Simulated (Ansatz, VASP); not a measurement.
**One calculation of Ta2Tl, two programs**

```
Ta Tl
1.0
     4.87872    0.00000    0.00000
    -2.43936    4.22509    0.00000
     0.00000    0.00000    2.91209
Ta Tl
2 1
Cartesian
  0.0000 2.8167 1.4560
  2.4394 1.4084 1.4560
  0.0000 0.0000 0.0000
```

Alike in both runs: functional PBE; k mesh 12 × 12 × 16; occupations gaussian, width 0.1 eV; no spin polarisation.

Ansatz relaxed the structure, and its values are those at the end. VASP's run is a single point on that final structure, the one shown.

|  | VASP | Ansatz |
| --- | --- | --- |
| version | VASP 6.6.1 | Ansatz 0.2.0 |
| potentials or method | VASP PAW PBE potentials, release 64 (Ta_pv, Tl_d), cutoff 520 eV | scalar-relativistic, plane waves, PAW |
| valence electrons in the cell | 35 | 39 |

|  | VASP | Ansatz | Ansatz less VASP |
| --- | --- | --- | --- |
| gap on the k mesh at the Fermi level (eV) | none | none | - |
| pressure (GPa) | 0.0 | 0.0 | -0.03 |

A gap of «none» marks a metal or a gap that the smearing closes. VASP's potentials hold 35 valence electrons a cell and Ansatz's 39, so a difference there can come from the potentials and not from the codes.

Spin-orbit coupling is off throughout.
